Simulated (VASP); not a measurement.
# Ge (I4_1/amd) in VASP: notebook

The runs below take Ge through single point, with LDA.

Everything below comes from runs of VASP 6.6.1. Logs are shortened: lines on timing, memory, paths and dates and some standing lists are left out, and cuts for length are marked.

## Step 1: The cell of the first run

The structure is tetragonal, space group I4_1/amd (No. 141). The conventional cell has a = 4.064 Å, b = 4.064 Å, c = 5.091 Å, α = 90.00°, β = 90.00°, γ = 90.00°. Ge (site symmetry -4m2) has 4 Ge at 2.40 Å within 3.2 Å.

## Step 2: Single point, LDA (21.02 Å³/atom)

Input file INCAR:

```
SYSTEM = Ge
  ALGO = Normal
  EDIFF = 1E-6
  ENCUT = 520
  GGA = CA
  ISIF = 2
  ISMEAR = 0
  LASPH = .True.
  LCHARG = .True.
  LELF = .True.
  LREAL = .False.
  LVHAR = .True.
  LWAVE = .False.
  NBANDS = 21
  NELM = 80
  PREC = Accurate
  SIGMA = 0.15
```

Input file KPOINTS:

```
k-points
0
Gamma
  16 16 16
  0 0 0
```

Input file POSCAR:

```
Ge
1.0
    0.0000000000      2.8739758863      2.5454804425
    2.8739758863      0.0000000000      2.5454804425
    2.8739758863      2.8739758863      0.0000000000
Ge
2
Direct
    0.5000000000      0.5000000000      0.5000000000
    0.7500000000      0.7500000000      0.7500000000
```

Potentials or basis: VASP PAW LDA potentials, release 64 (Ge_d).

On the command line:

```bash
$ cat potpaw_LDA.64/Ge_d/POTCAR > POTCAR
$ mpirun -np 1 vasp_std > vasp.out
```

OUTCAR:

```text
SYSTEM = Ge
   EDIFF = 1E-6
   ENCUT = 520
   GGA = CA
   ISIF = 2
   ISMEAR = 0
   LASPH = .True.
   LREAL = .False.
   NELM = 80
   PREC = Accurate

 ion  position               nearest neighbor table
   1  0.500  0.500  0.500-   2 2.40   2 2.40   2 2.40   2 2.40
   2  0.750  0.750  0.750-   1 2.40   1 2.40   1 2.40   1 2.40

  LATTYP: Found a body centered tetragonal cell.
 ALAT       =     4.0644156763
 C/A-ratio  =     1.2525689522

  Lattice vectors:

 A1 = (   0.0000000000,  -2.8739758863,  -2.5454804425)
 A2 = (   0.0000000000,   2.8739758863,  -2.5454804425)
 A3 = (   2.8739758863,   0.0000000000,   2.5454804425)

Analysis of symmetry for initial positions (statically):
=====================================================================
 Subroutine PRICEL returns:
 Original cell was already a primitive cell.

 Routine SETGRP: Setting up the symmetry group for a
 body centered tetragonal supercell.

 Subroutine GETGRP returns: Found 16 space group operations
 (whereof  8 operations were pure point group operations)
 out of a pool of 16 trial point group operations.

The static configuration has the point symmetry D_2d.
 The point group associated with its full space group is D_4h.

Analysis of symmetry for dynamics (positions and initial velocities):
=====================================================================
 Subroutine PRICEL returns:
 Original cell was already a primitive cell.

 Routine SETGRP: Setting up the symmetry group for a
 body centered tetragonal supercell.

 Subroutine GETGRP returns: Found 16 space group operations
 (whereof  8 operations were pure point group operations)
 out of a pool of 16 trial point group operations.

The dynamic configuration has the point symmetry D_2d.
 The point group associated with its full space group is D_4h.

 Subroutine INISYM returns: Found 16 space group operations
 (whereof  8 operations are pure point group operations),
 and found     1 'primitive' translations

----------------------------------------------------------------------------------------

                                     Primitive cell

  volume of cell :      42.0500

  direct lattice vectors                    reciprocal lattice vectors
     0.000000000  2.873975886  2.545480443    -0.173975016  0.173975016  0.196426573
     2.873975886  0.000000000  2.545480443     0.173975016 -0.173975016  0.196426573
     2.873975886  2.873975886  0.000000000     0.173975016  0.173975016 -0.196426573

  length of vectors
     3.839167628  3.839167628  4.064415676     0.314830130  0.314830130  0.314830130

  position of ions in fractional coordinates (direct lattice)
     0.500000000  0.500000000  0.500000000
     0.750000000  0.750000000  0.750000000

  ion indices of the primitive-cell ions
   primitive index   ion index
                 1           1
                 2           2

----------------------------------------------------------------------------------------

 KPOINTS: k-points

Automatic generation of k-mesh.
 Grid dimensions read from file:
 generate k-points for:   16   16   16

 Generating k-lattice:

  Cartesian coordinates                     Fractional coordinates (reciprocal lattice)
    -0.010873438  0.010873438  0.012276661     0.062500000  0.000000000  0.000000000
     0.010873438 -0.010873438  0.012276661     0.000000000  0.062500000  0.000000000
     0.010873438  0.010873438 -0.012276661    -0.000000000 -0.000000000  0.062500000

  Length of vectors
     0.019676883  0.019676883  0.019676883

  Shift w.r.t. Gamma in fractional coordinates (k-lattice)
     0.000000000  0.000000000  0.000000000

 Subroutine IBZKPT returns following result:
 ===========================================

 Found    349 irreducible k-points:

 Following reciprocal coordinates:
            Coordinates               Weight
  0.000000  0.000000  0.000000      1.000000
  0.062500  0.000000  0.000000      8.000000
  0.125000  0.000000  0.000000      8.000000
  0.187500  0.000000  0.000000      8.000000
  0.250000  0.000000  0.000000      8.000000
  0.312500  0.000000  0.000000      8.000000
[... 16 lines left out ...]
 -0.125000  0.062500  0.000000      8.000000
 -0.062500  0.062500  0.000000      4.000000
 [... further k-points ...]
   k-points           NKPTS =    349   k-points in BZ     NKDIM =    349   number of bands    NBANDS=     21
   number of dos      NEDOS =    301   number of ions     NIONS =      2
   total plane-waves  NPLWV =  27000
   dimension x,y,z NGX =    30 NGY =   30 NGZ =   30
   dimension x,y,z NGXF=    60 NGYF=   60 NGZF=   60
   ions per type =               2
   NGX,Y,Z   is equivalent  to a cutoff of  12.99, 12.99, 12.27 a.u.
   NGXF,Y,Z  is equivalent  to a cutoff of  25.98, 25.98, 24.54 a.u.
 SYSTEM =  Ge
   PREC   = accura    normal or accurate (medium, high low for compatibility)
   ISTART =      0    job   : 0-new  1-cont  2-samecut
   ICHARG =      2    charge: 1-file 2-atom 10-const
[... 72 lines left out ...]
     21      15.4049      0.00000

 k-point     2 :       0.0625    0.0000    0.0000
  band No.  band energies     occupation
      1     -19.6199      2.00000
      2     -19.5815      2.00000
      3     -19.5794      2.00000
      4     -19.5537      2.00000
      5     -19.5327      2.00000
      6     -19.3288      2.00000
[... 13 lines left out ...]
     20      13.7260      0.00000
     21      14.7585      0.00000

 k-point     3 :       0.1250    0.0000    0.0000
  band No.  band energies     occupation
      1     -19.6219      2.00000
      2     -19.5883      2.00000
      3     -19.5838      2.00000
      4     -19.5423      2.00000
      5     -19.5229      2.00000
      6     -19.3391      2.00000
[... 13 lines left out ...]
     20      13.3998      0.00000
     21      14.2728      0.00000

 k-point     4 :       0.1875    0.0000    0.0000
  band No.  band energies     occupation
      1     -19.6256      2.00000
      2     -19.5934      2.00000
      3     -19.5860      2.00000
      4     -19.5305      2.00000
      5     -19.5120      2.00000
      6     -19.3495      2.00000
[... 13 lines left out ...]
     20      13.3864      0.00000
     21      14.5308      0.00000

 k-point     5 :       0.2500    0.0000    0.0000
  band No.  band energies     occupation
      1     -19.6301      2.00000
      2     -19.5964      2.00000
      3     -19.5858      2.00000
      4     -19.5201      2.00000
      5     -19.5024      2.00000
      6     -19.3586      2.00000
[... 13 lines left out ...]
     20      13.7948      0.00000
     21      14.9110      0.00000

 k-point     6 :       0.3125    0.0000    0.0000
  band No.  band energies     occupation
      1     -19.6344      2.00000
      2     -19.5976      2.00000
      3     -19.5840      2.00000
      4     -19.5120      2.00000
      5     -19.4951      2.00000
      6     -19.3656      2.00000
[... 13 lines left out ...]
     20      14.5863      0.00000
     21      15.0343      0.00000

 k-point     7 :       0.3750    0.0000    0.0000
  band No.  band energies     occupation
      1     -19.6376      2.00000
      2     -19.5976      2.00000
      3     -19.5820      2.00000
      4     -19.5069      2.00000
      5     -19.4904      2.00000
      6     -19.3705      2.00000
[... 13 lines left out ...]
     20      15.6120      0.00000
     21      15.6546      0.00000
[... 291 lines left out ...]
      1     -19.6402      2.00000
      2     -19.6024      2.00000
      3     -19.5831      2.00000
      4     -19.5013      2.00000
      5     -19.4918      2.00000
      6     -19.3718      2.00000
[... 13 lines left out ...]
     20      14.1698      0.00000
     21      15.8477      0.00000

 k-point    21 :      -0.2500    0.0625    0.0000
  band No.  band energies     occupation
      1     -19.6365      2.00000
      2     -19.6022      2.00000
      3     -19.5866      2.00000
      4     -19.5083      2.00000
      5     -19.4973      2.00000
      6     -19.3668      2.00000
[... 13 lines left out ...]
     20      13.3444      0.00000
     21      15.5582      0.00000

 k-point    22 :      -0.1875    0.0625    0.0000
  band No.  band energies     occupation
      1     -19.6317      2.00000
      2     -19.6001      2.00000
      3     -19.5886      2.00000
      4     -19.5186      2.00000
      5     -19.5051      2.00000
      6     -19.3595      2.00000
[... 13 lines left out ...]
     20      13.1699      0.00000
     21      14.7369      0.00000

 k-point    23 :      -0.1250    0.0625    0.0000
  band No.  band energies     occupation
      1     -19.6269      2.00000
      2     -19.5956      2.00000
      3     -19.5879      2.00000
      4     -19.5308      2.00000
      5     -19.5148      2.00000
      6     -19.3502      2.00000
[... 13 lines left out ...]
     20      13.2112      0.00000
     21      13.7975      0.00000

 k-point    24 :      -0.0625    0.0625    0.0000
  band No.  band energies     occupation
      1     -19.6228      2.00000
      2     -19.5891      2.00000
      3     -19.5842      2.00000
      4     -19.5432      2.00000
      5     -19.5249      2.00000
      6     -19.3396      2.00000
[... 13 lines left out ...]
     20      13.2072      0.00000
     21      14.0365      0.00000

 [... further k-points ...]
[... 5 lines left out ...]
  --------------------------------------------------------------------------------------
  -------------------------------------------------------------------------------------
  Total        0.6044236      0.6044236      2.2817687      0.0000000      0.0000000      0.0000000
  in kB       23.0295789     23.0295789     86.9393139      0.0000000      0.0000000      0.0000000
  external PRESSURE =      44.3328239 kB  Pullay stress =       0.0000000 kB

 VOLUME and BASIS-vectors are now :
 -----------------------------------------------------------------------------
  energy-cutoff  :      520.00
  volume of cell :       42.05
      direct lattice vectors                 reciprocal lattice vectors
     0.000000000  2.873975886  2.545480443    -0.173975016  0.173975016  0.196426573
     2.873975886  0.000000000  2.545480443     0.173975016 -0.173975016  0.196426573
     2.873975886  2.873975886  0.000000000     0.173975016  0.173975016 -0.196426573

 POSITION                                       TOTAL-FORCE (eV/Angst)
 -----------------------------------------------------------------------------------
      2.87398      2.87398      2.54548        -0.000000     -0.000000      0.000000
      4.31096      4.31096      3.81822         0.000000      0.000000     -0.000000
 -----------------------------------------------------------------------------------
    total drift:                                0.000000     -0.000000     -0.000000

  FREE ENERGIE OF THE ION-ELECTRON SYSTEM (eV)
  ---------------------------------------------------
  free  energy   TOTEN  =       -10.2787173403 eV

  energy  without entropy=      -10.2767584954  energy(sigma->0) =      -10.27773792
```

Run time: 98 s. Hardware: 1 thread of Intel Xeon 6975P-C (Granite Rapids), shared host; peak memory 0.32 GiB.

What came out:

| Quantity | Value |
| --- | --- |
| Free energy | -10.2787 eV |
| Pressure | 4.4 GPa |
| Band gap on the k mesh | zero (bands 14 and 15 overlap by 0.81 eV) |

Stress tensor (GPa, compression positive):
```
2.30 0.00 0.00
0.00 2.30 0.00
0.00 0.00 8.69
```

Levels at points of the mesh, in eV from the Fermi level:
| k point | band 12 | band 13 | band 14 | band 15 | band 16 | band 17 |
| --- | --- | --- | --- | --- | --- | --- |
| (0.00, 0.00, 0.00) | -0.23 | -0.23 | 0.48 | 0.63 | 2.29 | 2.90 |
| (0.50, 0.00, 0.00) | -7.93 | -1.98 | -0.95 | 0.09 | 3.40 | 4.53 |
| (0.50, 0.50, 0.00) | -8.72 | -3.84 | -3.84 | 0.00 | 0.00 | 10.08 |
| (0.50, 0.00, 0.50) | -9.35 | -2.92 | -2.92 | 1.01 | 1.01 | 9.29 |

Caveat: the stress differs along the axes, from 2 to 9 GPa.

## Step 3: Single point, LDA (21.02 Å³/atom)

Input file INCAR:

```
SYSTEM = Ge
ALGO = Normal
EDIFF = 1E-6
ENCUT = 520
GGA = CA
ISIF = 2
ISMEAR = 0
LASPH = .TRUE.
LCHARG = .FALSE.
LREAL = .FALSE.
LWAVE = .FALSE.
NBANDS = 21
NELM = 100
PREC = Accurate
SIGMA = 0.15
```

Input file KPOINTS:

```
k-points
0
G
  16 16 16
  0 0 0
```

Input file POSCAR:

```
Ge
1.0
    0.0000000000      2.6506192896      2.9925491780
    2.6506192896      0.0000000000      2.9925491780
    2.6506192896      2.6506192896      0.0000000000
Ge
2
Direct
    0.5000000000      0.5000000000      0.5000000000
    0.7500000000      0.7500000000      0.7500000000
```

Potentials or basis: VASP PAW LDA potentials, release 64 (Ge_d).

On the command line:

```bash
$ cat potpaw_LDA.64/Ge_d/POTCAR > POTCAR
$ mpirun -np 1 vasp_std > vasp.out
```

Run time: 91 s. Hardware: 1 thread of Intel Xeon 6975P-C (Granite Rapids), shared host; peak memory 0.33 GiB.

The run converged. Its results:

- Free energy: -10.2450 eV
- Pressure: 4.7 GPa
- Band gap on the k mesh: zero (bands 14 and 15 overlap by 0.40 eV)

Stress tensor (GPa, compression positive):
```
 8.39  0.00  0.00
 0.00  8.39  0.00
 0.00  0.00 -2.62
```

Levels at points of the mesh, in eV from the Fermi level:
| k point | band 11 | band 12 | band 13 | band 14 | band 15 | band 16 | band 17 | band 18 |
| --- | --- | --- | --- | --- | --- | --- | --- | --- |
| (0.00, 0.00, 0.00) | -13.48 | -0.86 | 0.26 | 0.27 | 0.27 | 2.33 | 2.33 | 2.91 |
| (0.50, 0.00, 0.00) | -11.19 | -8.09 | -2.24 | -0.98 | -0.13 | 3.62 | 4.09 | 7.06 |
| (0.50, 0.50, 0.00) | -9.75 | -9.75 | -2.79 | -2.79 | 1.20 | 1.20 | 9.77 | 9.77 |
| (0.50, 0.00, 0.50) | -9.08 | -9.08 | -3.69 | -3.69 | 0.14 | 0.14 | 9.07 | 9.07 |

Caveat: the stress differs along the axes, from -3 to 8 GPa; semilocal functionals underestimate gaps, and a narrow one can read as zero.

## Step 4: Single point, LDA (22.21 Å³/atom)

This run uses another cell than the first one, of 22.21 Å³/atom.

Input file INCAR:

```
SYSTEM = Ge
PREC = Accurate ; ENCUT = 520
EDIFF = 1E-6 ; ISMEAR = 0
SIGMA = 0.15 ; LREAL = .False.
LASPH = .True. ; NELM = 100
ALGO = Normal ; ISIF = 2
LWAVE = .False. ; LCHARG = .False.
NBANDS = 21
```

Input file KPOINTS:

```
regular mesh
0
Gamma
  16 16 16
  0 0 0
```

Input file POSCAR:

```
Ge
1.0
    0.0000000000      2.9867206799      2.4897303588
    2.9867206799      0.0000000000      2.4897303588
    2.9867206799      2.9867206799      0.0000000000
Ge
2
Direct
    0.5000000000      0.5000000000      0.5000000000
    0.7500000000      0.7500000000      0.7500000000
```

On the command line:

```bash
$ cat potpaw_LDA.64/Ge_d/POTCAR > POTCAR
$ mpirun -np 1 vasp_std > vasp.out
```

Run time: 98 s. Hardware: 1 thread of Intel Xeon 6975P-C (Granite Rapids), shared host; peak memory 0.34 GiB.

Results (log left out):

| Quantity | Value |
| --- | --- |
| Free energy | -10.2279 eV |
| Pressure | -0.4 GPa |
| Band gap on the k mesh | zero (bands 14 and 15 overlap by 1.07 eV) |

Stress tensor (GPa, compression positive):
```
-3.02  0.00  0.00
 0.00 -3.02  0.00
 0.00  0.00  4.79
```

Levels at points of the mesh, in eV from the Fermi level:
| k point | band 10 | band 11 | band 12 | band 13 | band 14 | band 15 | band 16 | band 17 | band 18 | band 19 |
| --- | --- | --- | --- | --- | --- | --- | --- | --- | --- | --- |
| (0.00, 0.00, 0.00) | -24.56 | -12.77 | -0.26 | -0.26 | -0.08 | 0.92 | 2.25 | 3.15 | 3.15 | 6.52 |
| (0.50, 0.00, 0.00) | -24.54 | -10.60 | -7.56 | -1.98 | -0.62 | -0.21 | 3.31 | 4.87 | 7.60 | 9.68 |
| (0.50, 0.50, 0.00) | -24.59 | -8.26 | -8.26 | -3.76 | -3.76 | -0.04 | -0.04 | 9.69 | 9.69 | 11.80 |
| (0.50, 0.00, 0.50) | -24.54 | -9.11 | -9.11 | -2.44 | -2.44 | 1.35 | 1.35 | 8.37 | 8.37 | 10.16 |

Caveat: the stress differs along the axes, from -3 to 5 GPa.

## Step 5: Single point, LDA (23.39 Å³/atom)

This run uses another cell than the first one, of 23.39 Å³/atom.

Input file INCAR:

```
  ALGO = Normal
  EDIFF = 1E-6
  ENCUT = 520
  GGA = CA
  ISIF = 2
  ISMEAR = 0
  LASPH = T
  LCHARG = F
  LREAL = F
  LWAVE = F
  NBANDS = 21
  NELM = 100
  PREC = Accurate
  SIGMA = 0.15
```

Input file KPOINTS:

```
k-points
0
Gamma
  16 16 16
```

Input file POSCAR:

```
Ge
1.0
    0.0000000000      2.7466512197      3.1009692271
    2.7466512197      0.0000000000      3.1009692271
    2.7466512197      2.7466512197      0.0000000000
Ge
2
Direct
    0.5000000000      0.5000000000      0.5000000000
    0.7500000000      0.7500000000      0.7500000000
```

On the command line:

```bash
$ cat potpaw_LDA.64/Ge_d/POTCAR > POTCAR
$ mpirun -np 1 vasp_std > vasp.out
```

It took 6.7 min on 1 thread of AMD EPYC 7R13, shared host; peak memory 0.33 GiB.

It converged, with:

- Free energy: -10.2575 eV
- Pressure: -3.0 GPa
- Band gap on the k mesh: zero (bands 14 and 15 overlap by 0.63 eV)

Stress tensor (GPa, compression positive):
```
 0.23  0.00  0.00
 0.00  0.23  0.00
 0.00  0.00 -9.57
```

Levels at points of the mesh, in eV from the Fermi level:
```
           k point  band 10  band 11  band 12  band 13  band 14  band 15  band 16  band 17  band 18  band 19
(0.00, 0.00, 0.00)   -24.74   -12.63    -0.77    -0.68     0.26     0.26     2.30     2.30     2.87     6.09
(0.50, 0.00, 0.00)   -24.71   -10.61    -7.57    -1.98    -0.85    -0.37     3.56     3.97     7.00     9.70
(0.50, 0.50, 0.00)   -24.69    -9.25    -9.25    -2.45    -2.45     1.28     1.28     8.86     8.86    10.50
(0.50, 0.00, 0.50)   -24.73    -8.68    -8.68    -3.27    -3.27     0.33     0.33     8.39     8.39    10.22
```

Caveat: the stress differs along the axes, from -10 to 0 GPa; semilocal functionals underestimate gaps, and a narrow one can read as zero.

## Step 6: The runs side by side

| cell | gap on the mesh (eV) | pressure (GPa) |
| --- | --- | --- |
| a = 3.839, b = 3.839, c = 4.064 Å, angles 58.0, 58.0, 63.9°, 2 atoms | none | 4.4 |
| a = 3.998, b = 3.998, c = 3.749 Å, angles 62.0, 62.0, 55.9°, 2 atoms | none | 4.7 |
| a = 3.888, b = 3.888, c = 4.224 Å, angles 57.1, 57.1, 65.8°, 2 atoms | none | -0.4 |
| a = 4.142, b = 4.142, c = 3.884 Å, angles 62.0, 62.0, 55.9°, 2 atoms | none | -3.0 |

Alike in all rows: task single point; level LDA; potentials or basis VASP PAW LDA potentials, release 64 (Ge_d); no spin polarisation; k mesh 16 × 16 × 16; cutoff (eV) 520; smearing gaussian 0.15 eV.

Caveats: semilocal functionals underestimate gaps, and a narrow one can read as zero (at least some runs); the stress differs along the axes, from 2 to 9 GPa (at least some runs); the stress differs along the axes, from -3 to 8 GPa (at least some runs); the stress differs along the axes, from -3 to 5 GPa (at least some runs); the stress differs along the axes, from -10 to 0 GPa (at least some runs).

Total energies depend on the potentials used, so only differences within one code and one set of settings carry meaning.
